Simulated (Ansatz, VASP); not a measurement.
## GaCuSe2 in VASP and in Ansatz

INCAR

```
SYSTEM = GaCuSe2
ALGO     = Normal         ! electronic algorithm
EDIFF    = 1E-6           ! SCF threshold, eV
ENCUT    = 520            ! plane-wave cutoff, eV
ISIF     = 2              ! what is computed and relaxed
ISMEAR   = 0              ! smearing method
LASPH    = .True.         ! aspherical terms in the spheres
LCHARG   = .False.        ! write CHGCAR
LREAL    = .False.        ! projectors in reciprocal space
LWAVE    = .False.        ! write WAVECAR
NBANDS   = 46             ! bands
NELM     = 100            ! most SCF steps
PREC     = Accurate       ! precision mode
SIGMA    = 0.01           ! smearing width, eV
```

The input KPOINTS:

```
k-points
0
Gamma
  6 6 6
  0 0 0
```

Contents of POSCAR:

```
GaCuSe2
1.0
   -2.8041296817      2.8041296817      5.5492792808
    2.8041296817     -2.8041296817      5.5492792808
    2.8041296817      2.8041296817     -5.5492792808
Ga Cu Se
2 2 4
Direct
    0.5000000000      0.5000000000      0.0000000000
    0.2500000000      0.7500000000      0.5000000000
    0.0000000000      0.0000000000      0.0000000000
    0.7500000000      0.2500000000      0.5000000000
    0.3750000000      0.3713580568      0.4963580568
    0.6286419432      0.1250000000      1.0036419432
    0.8750000000      0.8786419432      0.5036419432
    0.1213580568      0.6250000000     -0.0036419432
```

Input for Ansatz:

```yaml
crystal:
  lattice:
    - [-2.8041296817, 2.8041296817, 5.5492792808]
    - [2.8041296817, -2.8041296817, 5.5492792808]
    - [2.8041296817, 2.8041296817, -5.5492792808]
  atoms:
    - { symbol: Ga, position: [0.5, 0.5, 0.0] }
    - { symbol: Ga, position: [0.25, 0.75, 0.5] }
    - { symbol: Cu, position: [0.0, 0.0, 0.0] }
    - { symbol: Cu, position: [0.75, 0.25, 0.5] }
    - { symbol: Se, position: [0.375, 0.3713580568, 0.4963580568] }
    - { symbol: Se, position: [0.6286419432, 0.125, 1.0036419432] }
    - { symbol: Se, position: [0.875, 0.8786419432, 0.5036419432] }
    - { symbol: Se, position: [0.1213580568, 0.625, -0.0036419432] }
kpoints:
  mp_grid: { grid: [6, 6, 6] }
  band_path:
    path:
      - [0.0, 0.0, 0.0]
      - [0.0, 0.0, 0.5]
      - [0.25, 0.25, 0.25]
      - [0.0, 0.5, 0.0]
      - [0.5, 0.5, -0.5]
      - [0.313835613, 0.686164387, -0.313835613]
      - [-0.313835613, 0.313835613, 0.313835613]
      - [-0.1276712259, 0.1276712259, 0.5]
      - [0.5, 0.5, -0.1276712259]
    npoints: 1
hamiltonian:
  xc: lda
scf:
  occupations: { method: fixed }
  n_extra_bands: 6
output:
  forces: true
  stress: true
  eigenvalues: true
```

Alike in both runs: task single point; functional LDA; k mesh 6 × 6 × 6; no spin polarisation.

|  | VASP | Ansatz |
| --- | --- | --- |
| version | VASP 6.6.1 | Ansatz 0.2.0 |
| potentials or method | VASP PAW LDA potentials, release 64 (Ga_d, Cu, Se) | plane waves, PAW |
| plane-wave cutoff (eV) | 520 | 420 |
| occupations | gaussian, width 0.01 eV | fixed |
| valence electrons in the cell | 72 | 128 |

```tsv
	VASP	Ansatz	Ansatz less VASP
gap on the k mesh at the Fermi level (eV)	0.07	0.02	-0.051
pressure (GPa)	-3.0	-3.3	-0.26
traceless stress, the component that is largest in VASP (GPa)	0.05	0.06	+0.011
rms of the force components (eV/Å)	0.091	0.097	+0.0052
```

LDA's correlation is that of Perdew and Zunger in VASP and of Perdew and Wang (1992) in Ansatz. Atom by atom the forces differ by 0.005 eV/Å (rms over components). VASP's potentials hold 72 valence electrons a cell and Ansatz's 128, so a difference there can come from the potentials and not from the codes.
